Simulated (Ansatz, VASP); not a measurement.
**CdSe in VASP and in Ansatz**

File INCAR:

```
PREC = Accurate
ENCUT = 520
EDIFF = 1E-6
ISMEAR = -1
SIGMA = 0.02
LREAL = F
LASPH = T
NELM = 100
ALGO = Normal
ISIF = 2
LWAVE = F
LCHARG = F
GGA = PE
NBANDS = 16
```

Contents of KPOINTS:

```
regular mesh
0
Gamma
  8 8 8
```

The input POSCAR:

```
CdSe
1.0
    0.0000000000      2.9861779913      3.1797948737
    2.9861779913      0.0000000000      3.1797948737
    2.9861779913      2.9861779913      0.0000000000
Cd Se
1 1
Direct
    0.0000000000      0.0000000000      0.0000000000
    0.2500000000      0.2500000000      0.2500000000
```

Input for Ansatz:

```yaml
crystal:
  lattice:
    - [0.0, 2.9861779913, 3.1797948737]
    - [2.9861779913, 0.0, 3.1797948737]
    - [2.9861779913, 2.9861779913, 0.0]
  atoms:
    - { symbol: Cd, position: [0.0, 0.0, 0.0] }
    - { symbol: Se, position: [0.25, 0.25, 0.25] }
kpoints:
  mp_grid: { grid: [8, 8, 8] }
  band_path:
    path:
      - [0.0, 0.0, 0.0]
      - [-0.5, -0.5, 0.0]
      - [-0.375, -0.375, 0.25]
      - [-0.375, 0.0, 0.375]
      - [0.0, 0.0, 0.5]
      - [-0.5, -0.25, 0.25]
    npoints: 1
hamiltonian:
  xc: pbe
scf:
  occupations: { method: fermi_dirac, width: 0.02 }
  n_extra_bands: 4
output:
  forces: true
  stress: true
  eigenvalues: true
```

Change from the starting cell: epitaxial_xy strain -2.7%.

Alike in both runs: task single point; functional PBE; k mesh 8 × 8 × 8; occupations fermi-dirac, width 0.02 eV; no spin polarisation.

```csv
,VASP,Ansatz
version,VASP 6.6.1,Ansatz 0.2.0
potentials or method,"VASP PAW PBE potentials, release 64 (Cd, Se)","plane waves, PAW"
plane-wave cutoff (eV),520,420
valence electrons in the cell,18,36
```

VASP gave:

- pressure (GPa): 2.6
- traceless stress, the component that is largest in VASP (GPa): -0.73

What did Ansatz give for the same quantities?

Pressure (GPa): 2.3; traceless stress, the component that is largest in VASP (GPa): -0.75.

VASP's potentials hold 18 valence electrons a cell and Ansatz's 36, so a difference there can come from the potentials and not from the codes.
